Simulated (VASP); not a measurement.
Cl: single point with r2SCAN+D3(BJ)

Cl:

```
Cl
1.0
     7.66309    0.00000    0.00000
     0.00000    7.66309    0.00000
     0.00000    0.00000    7.66309
Cl
12
Direct
  0.71137 0.07407 0.76388
  0.75378 0.30554 0.64991
  0.38424 0.33038 0.01631
  0.23654 0.26324 0.79570
  0.54627 0.88854 0.42039
  0.55296 0.71093 0.23404
  0.01130 0.06687 0.21731
  0.05744 0.78104 0.20766
  0.08134 0.78369 0.85214
  0.06552 0.76451 0.57338
  0.84663 0.42358 0.01022
  0.00027 0.42103 0.23224
```

* Program: VASP 6.6.1
* Task: single point
* Functional: r2SCAN
* Dispersion: D3(BJ)
* Potentials or basis: VASP PAW PBE potentials, release 64 (Cl)
* Cutoff: 520 eV
* k mesh: 1 × 1 × 1
* Occupations: fermi-dirac, width 0.02 eV
* Spin: no spin polarisation
* Dipole correction: no
* Further INCAR settings: ALGO = Normal; EDIFF = 1e-06; NBANDS = 54

* Pressure: -2.2 GPa
* Largest force: 1.828 eV/Å
* Band gap on the k mesh: 1.78 eV
* Dispersion energy per atom: -0.057 eV

Forces in eV/Å, atoms in the order of the input:
```
Cl   0.065  0.406 -0.262
Cl  -0.093 -0.352  0.268
Cl  -0.805 -0.409 -1.499
Cl   1.001  0.429  1.468
Cl   0.016  0.082  0.143
Cl  -0.006 -0.166 -0.211
Cl   0.447 -0.573  0.204
Cl  -0.534  0.768  0.288
Cl  -0.223 -0.258 -0.255
Cl   0.070  0.174  0.124
Cl   0.539  0.023  0.784
Cl  -0.479 -0.125 -1.052
```

Stress tensor (GPa, compression positive):
```
-0.72 -0.17 -0.91
-0.17 -2.52 -0.04
-0.91 -0.04 -3.35
```

Levels at points of the mesh, in eV from the valence-band top:
```csv
k point,band 38,band 39,band 40,band 41,band 42,band 43,band 44,band 45,band 46,band 47
"(0.00, 0.00, 0.00)",-0.57,-0.28,-0.20,-0.03,0.00,1.78,2.17,2.41,2.64,3.42
```

Run time: 80 s on 1 thread of AMD EPYC 9R45 (Zen 5), on a shared host, peak memory 0.46 GiB.

Caveat: the k points lie up to 0.82 Å⁻¹ apart; the PAW data sets were made with another functional, which shifts forces and pressure a little.
